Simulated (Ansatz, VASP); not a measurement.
Sb in VASP and in Ansatz

```
Sb
1.0
     3.09254    0.00000    0.00000
     0.00000    3.09254    0.00000
     0.00000    0.00000    3.18819
Sb
1
Direct
  0.00000 0.00000 0.00000
```

Alike in both runs: task relaxation of cell and atoms; functional PBE; k mesh 18 × 18 × 18; occupations gaussian, width 0.1 eV; no spin polarisation.

```csv
,VASP,Ansatz
version,VASP 6.6.1,Ansatz 0.2.0
potentials or method,"VASP PAW PBE potentials, release 64 (Sb), cutoff 600 eV","scalar-relativistic, plane waves, PAW"
valence electrons in the cell,5,15
```

```csv
,VASP,Ansatz,Ansatz less VASP
"gap on the k mesh at the Fermi level, each at its own relaxed structure (eV)",none,none,-
relaxed volume (Å³/atom),30.05,30.07,+0.018
relaxed length of the cell vector where the two differ most in proportion (Å),3.109,3.110,+0.0006
```

A gap of «none» marks a metal or a gap that the smearing closes. VASP's potentials hold 5 valence electrons a cell and Ansatz's 15, so a difference there can come from the potentials and not from the codes.

Spin-orbit coupling is off throughout.
